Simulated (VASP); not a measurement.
# Zn2Ga2O3 (P-3m1) in VASP: single point with PBE

Aim: the single point of Zn2Ga2O3 with PBE.

All numbers are computed with VASP 6.6.1; they aren't measurements. Logs are shortened: lines on timing, memory, paths and dates and some standing lists are left out, and cuts for length are marked.

## Step 1: The cell of the first run

Symmetry: P-3m1, No. 164, trigonal system. The conventional cell has a = 2.980 Å, b = 2.980 Å, c = 13.443 Å, α = 90.00°, β = 90.00°, γ = 120.00°. Within 3.9 Å of Zn (site symmetry 3m) lie 9 Zn at 2.84 to 2.98 Å and 3 O at 3.80 Å. Within 2.5 Å of Ga (site symmetry 3m) lie 6 O at 1.89 to 2.23 Å. O (site symmetry 3m) has 3 Ga at 1.89 Å within 2.5 Å. O (site symmetry -3m) has 6 Ga at 2.23 Å and 12 O at 2.79 to 2.98 Å within 3.0 Å.

## Step 2: Single point, PBE, collinear spin, ferromagnetic start

Contents of INCAR:

```
SYSTEM = Zn2Ga2O3
PREC = Accurate
ENCUT = 520
EDIFF = 1E-6
ISMEAR = 0
SIGMA = 0.1
LREAL = .FALSE.
LASPH = .TRUE.
NELM = 150
ALGO = Normal
ISIF = 2
LWAVE = .FALSE.
LCHARG = .FALSE.
ISPIN = 2
MAGMOM = 0 0 0 0 1 1 1
LORBIT = 11
GGA = PE
NBANDS = 47
```

Contents of KPOINTS:

```
regular mesh
0
G
  6 6 2
  0 0 0
```

Contents of POSCAR:

```
Zn2Ga2O3
1.0
    2.9800432706      0.0000000000      0.0000000000
   -1.4900216353      2.5807931767      0.0000000000
    0.0000000000      0.0000000000     13.4433849451
Zn Ga O
2 2 3
Direct
    0.3333333333      0.6666666667      0.4158322161
    0.6666666667      0.3333333333      0.5841677839
    0.3333333333      0.6666666667      0.1055285929
    0.6666666667      0.3333333333      0.8944714071
    0.6666666667      0.3333333333      0.1637203570
    0.3333333333      0.6666666667      0.8362796430
    0.0000000000      0.0000000000      0.0000000000
```

Potentials or basis: VASP PAW PBE potentials, release 64 (Zn, Ga_d, O).

Command:

```sh
$ cat potpaw_PBE.64/Zn/POTCAR potpaw_PBE.64/Ga_d/POTCAR potpaw_PBE.64/O/POTCAR > POTCAR
$ mpirun -np 1 vasp_std > vasp.out
```

OUTCAR:

```text
SYSTEM = Zn2Ga2O3
   PREC = Accurate
   ENCUT = 520
   EDIFF = 1E-6
   ISMEAR = 0
   LREAL = .FALSE.
   LASPH = .TRUE.
   NELM = 150
   ISIF = 2
   ISPIN = 2
   LORBIT = 11
   GGA = PE

 ion  position               nearest neighbor table
   1  0.333  0.667  0.416-   2 2.84   2 2.84   2 2.84
   2  0.667  0.333  0.584-   1 2.84   1 2.84   1 2.84
   3  0.333  0.667  0.106-   5 1.89   5 1.89   5 1.89   7 2.23   7 2.23   7 2.23
   4  0.667  0.333  0.894-   6 1.89   6 1.89   6 1.89   7 2.23   7 2.23   7 2.23
   5  0.667  0.333  0.164-   3 1.89   3 1.89   3 1.89
   6  0.333  0.667  0.836-   4 1.89   4 1.89   4 1.89
   7  0.000  0.000  0.000-   3 2.23   4 2.23   3 2.23   4 2.23   4 2.23   3 2.23

  LATTYP: Found a hexagonal cell.
 ALAT       =     2.9800432706
 C/A-ratio  =     4.5111374985

  Lattice vectors:

 A1 = (   2.9800432706,   0.0000000000,   0.0000000000)
 A2 = (  -1.4900216353,   2.5807931767,   0.0000000000)
 A3 = (   0.0000000000,   0.0000000000,  13.4433849451)

Analysis of symmetry for initial positions (statically):
=====================================================================
 Subroutine PRICEL returns:
 Original cell was already a primitive cell.

 Routine SETGRP: Setting up the symmetry group for a
 hexagonal supercell.

 Subroutine GETGRP returns: Found 12 space group operations
 (whereof 12 operations were pure point group operations)
 out of a pool of 24 trial point group operations.

The static configuration has the point symmetry D_3d.

Analysis of symmetry for dynamics (positions and initial velocities):
=====================================================================
 Subroutine PRICEL returns:
 Original cell was already a primitive cell.

 Routine SETGRP: Setting up the symmetry group for a
 hexagonal supercell.

 Subroutine GETGRP returns: Found 12 space group operations
 (whereof 12 operations were pure point group operations)
 out of a pool of 24 trial point group operations.

The dynamic configuration has the point symmetry D_3d.

Analysis of structural, dynamic, and magnetic symmetry:
=====================================================================
 Subroutine PRICEL returns:
 Original cell was already a primitive cell.

 Routine SETGRP: Setting up the symmetry group for a
 hexagonal supercell.

 Subroutine GETGRP returns: Found 12 space group operations
 (whereof 12 operations were pure point group operations)
 out of a pool of 24 trial point group operations.

The overall configuration has the point symmetry D_3d.

 Subroutine INISYM returns: Found 12 space group operations
 (whereof 12 operations are pure point group operations),
 and found     1 'primitive' translations

----------------------------------------------------------------------------------------

                                     Primitive cell

  volume of cell :     103.3914

  direct lattice vectors                    reciprocal lattice vectors
     2.980043271  0.000000000  0.000000000     0.335565597  0.193738888  0.000000000
    -1.490021635  2.580793177  0.000000000     0.000000000  0.387477776  0.000000000
     0.000000000  0.000000000 13.443384945     0.000000000  0.000000000  0.074386027

  length of vectors
     2.980043271  2.980043271 13.443384945     0.387477776  0.387477776  0.074386027

  position of ions in fractional coordinates (direct lattice)
     0.333333333  0.666666667  0.415832216
     0.666666667  0.333333333  0.584167784
     0.333333333  0.666666667  0.105528593
     0.666666667  0.333333333  0.894471407
     0.666666667  0.333333333  0.163720357
     0.333333333  0.666666667  0.836279643
     0.000000000  0.000000000  0.000000000

  ion indices of the primitive-cell ions
   primitive index   ion index
                 1           1
                 2           2
                 3           3
                 4           4
                 5           5
                 6           6
                 7           7

----------------------------------------------------------------------------------------

 KPOINTS: regular mesh
[... 39 lines left out ...]
   k-points           NKPTS =     14   k-points in BZ     NKDIM =     14   number of bands    NBANDS=     47
   number of dos      NEDOS =    301   number of ions     NIONS =      7
   total plane-waves  NPLWV =  57600
   dimension x,y,z NGX =    24 NGY =   24 NGZ =  100
   dimension x,y,z NGXF=    48 NGYF=   48 NGZF=  200
   ions per type =               2   2   3
   NGX,Y,Z   is equivalent  to a cutoff of  13.39, 13.39, 12.37 a.u.
   NGXF,Y,Z  is equivalent  to a cutoff of  26.78, 26.78, 24.73 a.u.
 SYSTEM =  Zn2Ga2O3
   PREC   = accura    normal or accurate (medium, high low for compatibility)
   ISTART =      0    job   : 0-new  1-cont  2-samecut
   ICHARG =      2    charge: 1-file 2-atom 10-const
   ISPIN  =      2    spin polarized calculation?
   LNONCOLLINEAR =      F non collinear calculations
   LSORBIT =      F    spin-orbit coupling
   LASPH  =      T    aspherical Exc in radial PAW
   ENCUT  =  520.0 eV  38.22 Ry    6.18 a.u.   5.54  5.54 25.00*2*pi/ulx,y,z
   NELM   =    150;   NELMIN=  2; NELMDL= -5     # of ELM steps
   EDIFF  = 0.1E-05   stopping-criterion for ELM
   LREAL  =      F    real-space projection
   EDIFFG = 0.1E-04   stopping-criterion for IOM
   NSW    =      0    number of steps for IOM
   IBRION =     -1    ionic relax: 0-MD 1-quasi-New 2-CG
   NFREE  =      0    steps in history (QN), initial steepest desc. (CG)
   ISIF   =      2    stress and relaxation
   ISYM   =      2    0-nonsym 1-usesym 2-fastsym
   POTIM  = 0.5000    time-step for ionic-motion
   TEBEG  =    0.0;   TEEND  =   0.0 temperature during run
   PSTRESS=    0.0 pullay stress
   NELECT =      68.0000    total number of electrons
   NUPDOWN=      -1.0000    fix difference up-down
   EMIN   =  10.00;   EMAX   =-10.00  energy-range for DOS
   EFERMI =   0.00;   METHOD = LEGACY
   ISMEAR =     0;   SIGMA  =   0.10  broadening in eV -4-tet -1-fermi 0-gaus
   EFERMI_NEDOS =   21; number of points for ismear=-14 and -15
   IALGO  =     38    algorithm
   IMIX   =      4    mixing-type and parameters
     AMIX     =   0.40;   BMIX     =  1.00
     AMIX_MAG =   1.60;   BMIX_MAG =  1.00
  volume/ion in A,a.u.               =      14.77        99.67
  Fermi-wavevector in a.u.,A,eV,Ry     =   1.423693  2.690390 27.577671  2.026902
  Thomas-Fermi vector in A             =   2.544263
   LORBIT       =     11    0 simple, 1 ext, 2 COOP (PROOUT), +10 PAW based schemes
   GGA     = PE    functional components
   LHFCALC =     F    Hartree Fock is set to
   AEXX    =    0.0000 exact exchange contribution
   IVDW    =     0    specifies the selected vdW correction
   LEPSILON=     F    determine dielectric tensor
   LRPA    =     F    only Hartree local field effects (RPA)
 spin polarized calculation
 Gauss-broadening in eV      SIGMA  =   0.10
  energy-cutoff  :      520.00
  volume of cell :      103.39
 maximum number of plane-waves:      2825
 NGX is ok and might be reduce to    24
   NGX = 11   NGY = 11   NGZ = 49

 number of electron      68.0000009 magnetization       0.0018326

 Free energy of the ion-electron system (eV)
  ---------------------------------------------------
  ext. energy  EPLUGINS =         0.00000000
  ---------------------------------------------------
  free energy    TOTEN  =       -30.30805098 eV

  energy without entropy =      -30.29481912  energy(sigma->0) =      -30.30143505

 E-fermi :   3.8001     XC(G=0): -10.2091

 val. band max:        3.7292117121   @ k =   0.3333   0.1667   0.0000
 cond. band min:       3.8884178520   @ k =   0.1667   0.0000   0.0000
 fundamental gap:      0.1592061399
 Fermi energy:         3.8000924457

 spin component 1

 k-point     1 :       0.0000    0.0000    0.0000
  band No.  band energies     occupation
      1     -18.4985      1.00000
      2     -17.7927      1.00000
      3     -16.5884      1.00000
      4     -12.6557      1.00000
      5     -12.6557      1.00000
      6     -12.6112      1.00000
[... 675 lines left out ...]
     45      11.4768      0.00000
     46      12.1980      0.00000
 Fermi energy:         3.8000924457

 spin component 2

 k-point     1 :       0.0000    0.0000    0.0000
  band No.  band energies     occupation
      1     -18.4985      1.00000
      2     -17.7927      1.00000
      3     -16.5883      1.00000
      4     -12.6557      1.00000
      5     -12.6557      1.00000
      6     -12.6112      1.00000
[... 675 lines left out ...]
     45      11.4769      0.00000
     46      12.1980      0.00000
 [bands above 46 left out]

------------------------ aborting loop because EDIFF is reached ----------------------------------------

  FORCE on cell =-STRESS in cart. coord.  units (eV):
  Direction    XX          YY          ZZ          XY          YZ          ZX
  --------------------------------------------------------------------------------------
  -------------------------------------------------------------------------------------
  Total        0.4309773      0.4309773      0.9564414      0.0000000      0.0000000      0.0000000
  in kB        6.6785255      6.6785255     14.8212406      0.0000000      0.0000000      0.0000000
  external PRESSURE =       9.3927639 kB  Pullay stress =       0.0000000 kB

 VOLUME and BASIS-vectors are now :
 -----------------------------------------------------------------------------
  energy-cutoff  :      520.00
  volume of cell :      103.39
      direct lattice vectors                 reciprocal lattice vectors
     2.980043271  0.000000000  0.000000000     0.335565597  0.193738888  0.000000000
    -1.490021635  2.580793177  0.000000000     0.000000000  0.387477776  0.000000000
     0.000000000  0.000000000 13.443384945     0.000000000  0.000000000  0.074386027

 POSITION                                       TOTAL-FORCE (eV/Angst)
 -----------------------------------------------------------------------------------
     -0.00000      1.72053      5.59019         0.000000      0.000000     -0.232160
      1.49002      0.86026      7.85319        -0.000000      0.000000      0.232160
     -0.00000      1.72053      1.41866         0.000000      0.000000      0.101834
      1.49002      0.86026     12.02472        -0.000000     -0.000000     -0.101834
      1.49002      0.86026      2.20096         0.000000      0.000000     -0.046926
     -0.00000      1.72053     11.24243         0.000000      0.000000      0.046926
      0.00000      0.00000      0.00000        -0.000000      0.000000      0.000000
 -----------------------------------------------------------------------------------
    total drift:                                0.000000     -0.000000      0.000000

  FREE ENERGIE OF THE ION-ELECTRON SYSTEM (eV)
  ---------------------------------------------------
  free  energy   TOTEN  =       -30.3080509827 eV

  energy  without entropy=      -30.2948191173  energy(sigma->0) =      -30.30143505

 total charge

# of ion       s       p       d       tot
------------------------------------------
    1        0.653   0.248   9.725  10.626
    2        0.653   0.248   9.725  10.626
    3        0.706   0.734  10.229  11.670
    4        0.706   0.734  10.229  11.670
    5        1.567   3.489   0.000   5.056
    6        1.567   3.489   0.000   5.056
    7        1.575   3.419   0.000   4.994
--------------------------------------------------
tot          7.428  12.360  39.909  59.697

 magnetization (x)

# of ion       s       p       d       tot
------------------------------------------
    1        0.000   0.000   0.000   0.000
    2        0.000   0.000   0.000   0.000
    3        0.000   0.000   0.000   0.000
    4        0.000   0.000   0.000   0.000
    5        0.000   0.000   0.000   0.000
    6        0.000   0.000   0.000   0.000
    7        0.000   0.000   0.000   0.000
--------------------------------------------------
tot          0.000   0.000   0.000   0.001
```

It took 2.8 min on 1 thread of Intel Xeon Platinum 8488C (Sapphire Rapids), shared host; peak memory 0.33 GiB.

Results:

| Item | Value |
| --- | --- |
| Free energy | -30.3081 eV |
| Pressure | 0.9 GPa |
| Largest force | 0.232 eV/Å |
| Band gap on the k mesh | zero (filled and empty bands overlap) |
| Net moment | 0.00 μB per cell |
| Valence electrons inside the program's atomic spheres | Zn 10.63; Ga 11.67; O 5.06, 4.99 (each value once) |

Forces in eV/Å, atoms in the order of the input:
```
Zn   0.000  0.000 -0.232
Zn   0.000  0.000  0.232
Ga   0.000  0.000  0.102
Ga   0.000  0.000 -0.102
O    0.000  0.000 -0.047
O    0.000  0.000  0.047
O    0.000  0.000  0.000
```

Caveat: the k points lie up to 0.41 Å⁻¹ apart, too coarse for converged energies and pressures of a metal.

The gap in the log of VASP goes by the Fermi energy; the results here count the filled bands.